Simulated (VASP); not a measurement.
The system is CdS.

```
CELL_PARAMETERS angstrom
0.00000 2.75324 2.75324
2.75324 0.00000 2.75324
2.75324 2.75324 0.00000
ATOMIC_POSITIONS crystal
Cd 0.00000 0.00000 0.00000
S 0.50000 0.50000 0.50000
```

```yaml
Program: VASP 6.6.1
Task: relaxation of cell and atoms
Functional: revPBE
Dispersion: D4
Potentials_or_basis: VASP PAW PBE potentials, release 64 (Cd_sv_GW, S)
Cutoff: 540 eV
k_mesh: 8 × 8 × 8
Occupations: fermi-dirac, width 0.05 eV
Spin: no spin polarisation
```

At the start: pressure -5.1 GPa; volume 20.87 Å³/atom.

Question: How do energy, volume and symmetry change on relaxing?

Answer: Over 3 steps the energy falls by 22.9 meV/atom and the volume is 19.53 Å³/atom (-6.4 %); space group Fm-3m (No. 225, to 0.05 Å).

The path:
```tsv
step	energy change (eV)	largest force (eV/Å)	pressure (GPa)	volume (Å³)
1	0.0000	0.0000	-5.14	41.74
2	-0.0343	0.0000	3.10	37.83
3	-0.0458	0.0000	0.00	39.06
```

Final structure:
```xyz
2
Lattice="0.0000 2.6930 2.6930 2.6930 0.0000 2.6930 2.6930 2.6930 0.0000" Properties=species:S:1:pos:R:3 pbc="T T T"
Cd    0.0000    0.0000    0.0000
S     2.6930    2.6930    2.6930
```

Caveat: the PAW data sets were made with another functional, which shifts forces and pressure a little.
